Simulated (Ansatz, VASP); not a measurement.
**Two plane-wave programs on WS**

Contents of POSCAR:

```
WS
1.0
    0.0000000000      2.9594703353      2.9594703353
    2.9594703353      0.0000000000      2.9594703353
    2.9594703353      2.9594703353      0.0000000000
W S
1 1
Direct
    0.0000000000      0.0000000000      0.0000000000
    0.2500000000      0.2500000000      0.2500000000
```

The input INCAR.step1:

```
PREC = Accurate
ENCUT = 520
ISMEAR = 0
SIGMA = 0.1
LREAL = False
LASPH = True
NELM = 150
ISPIN = 2
MAGMOM = 2.5 0
LMAXMIX = 4
LDAU = True
LDAUTYPE = 2
LDAUL = 2 -1
LDAUU = 6.2 0
LDAUJ = 0 0
NBANDS = 21
GGA = PE
ALGO = Normal
EDIFF = 1E-4
LWAVE = True
LCHARG = False
```

INCAR.step2

```
PREC = Accurate
ENCUT = 520
EDIFF = 1E-7
ISMEAR = 0
SIGMA = 0.1
LREAL = False
LASPH = True
NELM = 150
ALGO = Normal
ISIF = 2
LWAVE = False
LCHARG = False
ISPIN = 2
MAGMOM = 2.5 0
LORBIT = 11
LMAXMIX = 4
LDAU = True
LDAUTYPE = 2
LDAUL = 2 -1
LDAUU = 6.2 0
LDAUJ = 0 0
LDAUPRINT = 1
METAGGA = R2SCAN
LMIXTAU = True
NBANDS = 21
ISTART = 1
```

File KPOINTS:

```
regular mesh
0
Gamma
  12 12 12
```

Input for Ansatz:

```yaml
crystal:
  lattice:
    - [0.0, 2.9594703353, 2.9594703353]
    - [2.9594703353, 0.0, 2.9594703353]
    - [2.9594703353, 2.9594703353, 0.0]
  atoms:
    - { symbol: W, position: [0.0, 0.0, 0.0], spin: 2.5 }
    - { symbol: S, position: [0.25, 0.25, 0.25] }
basis:
  ecutwfc: 500
kpoints:
  mp_grid: { grid: [12, 12, 12] }
hamiltonian:
  xc: r2scan
  hubbard: { sites: [{ species: W, l: d, u_eff: 6.2 }] }
scf:
  occupations: { method: gaussian, width: 0.1 }
output:
  forces: true
  stress: true
  eigenvalues: true
  populations: true
magnetization:
  spin_polarized: true
```

Alike in both runs: task single point; functional r2SCAN; k mesh 12 × 12 × 12; occupations gaussian, width 0.1 eV; collinear spin; Hubbard terms W d U = 6.2 eV.

```csv
,VASP,Ansatz
version,VASP 6.6.1,Ansatz 0.2.0
potentials or method,"VASP PAW PBE potentials, release 64 (W_sv, S), cutoff 520 eV","scalar-relativistic, plane waves, PAW"
valence electrons in the cell,20,20
```

VASP gave:

| Quantity | Value |
| --- | --- |
| gap on the k mesh at the Fermi level (eV) | none |
| pressure (GPa) | -1.7 |
| net moment per atom (μB) | 2.00 |
| size of the moment on the site where the two differ most (μB) | 3.25 |

Task: Estimate Ansatz's values.

Result: gap on the k mesh at the Fermi level (eV): none; pressure (GPa): 0.0; net moment per atom (μB): 2.00; size of the moment on the site where the two differ most (μB): 2.76.

VASP's potentials were made for PBE, not for r2SCAN. Site moments also hang on the region over which each program counts them. The programs project onto different local orbitals, so the same U acts differently, and such runs can settle in different states. A gap of «none» marks a metal or a gap that the smearing closes. Ansatz's warnings: filled band counts differ across k points, stability check not made.

Spin-orbit coupling is off throughout.
